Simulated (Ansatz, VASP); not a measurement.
**Two plane-wave programs on Pt**

Contents of INCAR:

```
SYSTEM = Pt
PREC = Accurate ; ENCUT = 600
EDIFF = 1E-6 ; ISMEAR = 0
SIGMA = 0.1 ; LREAL = .FALSE.
LASPH = .TRUE. ; NELM = 80
ALGO = Fast ; ISIF = 3
LWAVE = .FALSE. ; LCHARG = .FALSE.
IBRION = 2 ; NSW = 100
EDIFFG = -0.005
```

The input KPOINTS:

```
Automatic mesh
0
G
  18 18 10
  0 0 0
```

File POSCAR:

```
Pt
1.0
    2.7088209694      0.0000000000      0.0000000000
   -1.3544104847      2.3459077738      0.0000000000
    0.0000000000      0.0000000000      4.6833864555
Pt
2
Direct
    0.6666666667      0.3333333333      0.7500000000
    0.3333333333      0.6666666667      0.2500000000
```

Input for Ansatz:

```yaml
crystal:
  lattice:
    - [2.7088209651, 0.0, 0.0]
    - [-1.3544104825, 2.3459077701, 0.0]
    - [0.0, 0.0, 4.6833864681]
  atoms:
    - { symbol: Pt, position: [0.6666666667, 0.3333333333, 0.75] }
    - { symbol: Pt, position: [0.3333333333, 0.6666666667, 0.25] }
basis:
  ecutwfc: 420
kpoints:
  mp_grid: { grid: [18, 18, 10] }
hamiltonian:
  xc: lda
scf:
  occupations: { method: gaussian, width: 0.1 }
output:
  forces: true
  stress: true
  eigenvalues: true
relax:
  adjacent_minimum: "off"
  f_tol: 0.005
  max_steps: 80
  cell: { stress_tol: 0.05 }
```

Alike in both runs: task relaxation of cell and atoms; functional LDA; k mesh 18 × 18 × 10; occupations gaussian, width 0.1 eV; no spin polarisation.

|  | VASP | Ansatz |
| --- | --- | --- |
| version | VASP 6.6.1 | Ansatz 0.2.0 |
| potentials or method | VASP PAW LDA potentials, release 64 (Pt), cutoff 600 eV | scalar-relativistic, plane waves, PAW |
| valence electrons in the cell | 20 | 36 |

|  | VASP | Ansatz | Ansatz less VASP |
| --- | --- | --- | --- |
| gap on the k mesh at the Fermi level, each at its own relaxed structure (eV) | none | none | - |
| relaxed volume (Å³/atom) | 14.90 | 14.85 | -0.041 |
| relaxed cell length with the largest relative difference (Å) | 2.712 | 2.708 | -0.0044 |

LDA's correlation is that of Perdew and Zunger in VASP and of Perdew and Wang (1992) in Ansatz. A gap of «none» marks a metal or a gap that the smearing closes. VASP's potentials hold 20 valence electrons a cell and Ansatz's 36, so a difference there can come from the potentials and not from the codes.

Spin-orbit coupling is off throughout.
